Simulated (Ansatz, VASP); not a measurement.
Re in VASP and in Ansatz

```
CELL_PARAMETERS angstrom
0.00000 2.81744 2.81744
2.81744 0.00000 2.81744
2.81744 2.81744 0.00000
ATOMIC_POSITIONS crystal
Re 0.12500 0.12500 0.12500
Re 0.87500 0.87500 0.87500
```

Alike in both runs: task single point; functional LDA; k mesh 11 × 11 × 11; occupations fermi-dirac, width 0.1 eV; no spin polarisation.

```csv
,VASP,Ansatz
version,VASP 6.6.1,Ansatz 0.2.0
potentials or method,"VASP PAW LDA potentials, release 64 (Re_sv_GW), cutoff 560 eV","plane waves (420 eV) with PAW, scalar-relativistic"
valence electrons in the cell,30,30
```

Ansatz gave:

```
pressure (GPa) : -7.3
```

Question: What did VASP give for the same quantities?

Answer: Pressure (GPa): -7.6.

Ansatz warns that its potentials were made for another functional, while VASP's fit it. LDA's correlation is that of Perdew and Zunger in VASP and of Perdew and Wang (1992) in Ansatz.

Spin-orbit coupling is off throughout.
